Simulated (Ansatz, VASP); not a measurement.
**P: VASP beside Ansatz**

```
P
1.0
     2.68265    0.00000    0.00000
    -1.34132    2.32324    0.00000
     0.00000    0.00000    4.54913
P
2
Direct
  0.33333 0.66667 0.25000
  0.66667 0.33333 0.75000
```

Change from the starting cell: volume scaled by 0.975, PAW files.

Alike in both runs: task electric field gradients; functional PBE; k mesh 15 × 15 × 8; occupations fermi-dirac, width 0.05 eV; no spin polarisation.

```csv
,VASP,Ansatz
version,VASP 6.6.1,Ansatz 0.2.0
potentials or method,"VASP PAW PBE potentials, release 64 (P)","PAW with Ansatz's default frozen-core files, scalar-relativistic"
plane-wave cutoff (eV),520,420
valence electrons in the cell,10,10
```

```tsv
	VASP	Ansatz	Ansatz less VASP
pressure (GPa)	2.2	2.4	+0.19
size of Vzz on the site where it differs most (V/Å²)	1.9	1.9	+0.01
```

With one functional, cell and mesh, what is left measures potentials, basis and numerics.
